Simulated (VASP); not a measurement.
**BaTiO3: relaxation of cell and atoms with PBEsol**

Crystal: BaTiO3.

```
Ba Ti O
1.0
     3.99980    0.00000    0.00000
     0.00000    3.99980    0.00000
     0.00000    0.00000    4.01800
Ba Ti O
1 1 3
Direct
  0.00000 0.00000 0.00000
  0.50000 0.50000 0.49000
  0.00000 0.50000 0.51700
  0.50000 0.00000 0.51700
  0.50000 0.50000 0.01900
```

| Quantity | Value |
| --- | --- |
| Program | VASP 6.6.1 |
| Task | relaxation of cell and atoms |
| Functional | PBEsol |
| Potentials or basis | VASP PAW PBE potentials, release 64 (Ba_sv, Ti_sv, O) |
| Cutoff | 600 eV |
| k mesh | 7 × 7 × 7 |
| Occupations | fermi-dirac, width 0.05 eV |
| Spin | no spin polarisation |
| Target pressure | 5 GPa |
| Dipole correction | no |
| Further INCAR settings | ALGO = Normal; EDIFF = 1e-07; IBRION = 2; EDIFFG = -0.01; NSW = 60; ISIF = 3 |

```yaml
Relaxed_volume: 12.36 Å³/atom
Relaxed_cell: a = 3.941 Å, b = 3.941 Å, c = 3.979 Å, α = 90.00°, β = 90.00°, γ = 90.00°
Space_group_after_relaxing_to_0.05_Å: P4mm (No. 99)
Energy_change_on_relaxing_the_enthalpy_is_what_falls: +3.5 meV/atom
Ionic_steps: 12
Pressure_after_relaxing: 5.0 GPa
Largest_force_after_relaxing: 0.010 eV/Å
Band_gap_on_the_k_mesh: 1.90 eV, indirect (least direct gap 2.05 eV)
```

Forces in eV/Å, atoms in the order of the input:
```
Ba   0.000  0.000 -0.010
Ti   0.000  0.000  0.010
O    0.000  0.000 -0.001
O    0.000  0.000 -0.001
O    0.000  0.000  0.003
```

Stress tensor (GPa, compression positive):
```
5.05 0.00 0.00
0.00 5.05 0.00
0.00 0.00 4.97
```

Step by step:
```
step  energy change (eV)  largest force (eV/Å)  pressure (GPa)  volume (Å³)
   1              0.0000                0.3261           -2.16        64.28
   2              0.1921                0.5294           15.37        59.08
   3              0.0169                0.0747            4.97        61.87
   4              0.0184                0.0750            5.12        61.82
   5              0.0177                0.0529            5.11        61.80
   6              0.0178                0.0445            5.11        61.80
   7              0.0153                0.0238            4.89        61.87
   8              0.0146                0.0171            4.83        61.89
   9              0.0171                0.0296            5.08        61.81
  10              0.0164                0.0233            5.02        61.83
  11              0.0167                0.0152            5.02        61.82
  12              0.0174                0.0098            5.02        61.80
```

Final structure:
```
CELL_PARAMETERS angstrom
3.94116 0.00000 0.00000
0.00000 3.94116 0.00000
0.00000 0.00000 3.97871
ATOMIC_POSITIONS crystal
Ba 0.00000 0.00000 0.00336
Ti 0.50000 0.50000 0.49094
O 0.00000 0.50000 0.51435
O 0.50000 0.00000 0.51435
O 0.50000 0.50000 0.02000
```

Levels at points of the mesh, in eV from the valence-band top:
```csv
k point,band 16,band 17,band 18,band 19,band 20,band 21,band 22,band 23,band 24
"(0.00, 0.00, 0.00)",-1.20,-1.13,-0.17,-0.15,-0.15,1.90,2.09,2.09,4.38
```

Wall time 4.6 min on 1 thread of Intel(R) Xeon(R) Platinum 8488C (Sapphire Rapids), on a shared host, peak memory 0.24 GiB.

Caveat: the cell is relaxed towards a set pressure, so the enthalpy falls and the energy may rise; the PAW data sets were made with another functional, which shifts forces and pressure a little; spin-orbit coupling is left out, which moves the levels of the heavy elements. A k mesh can miss the band edges.
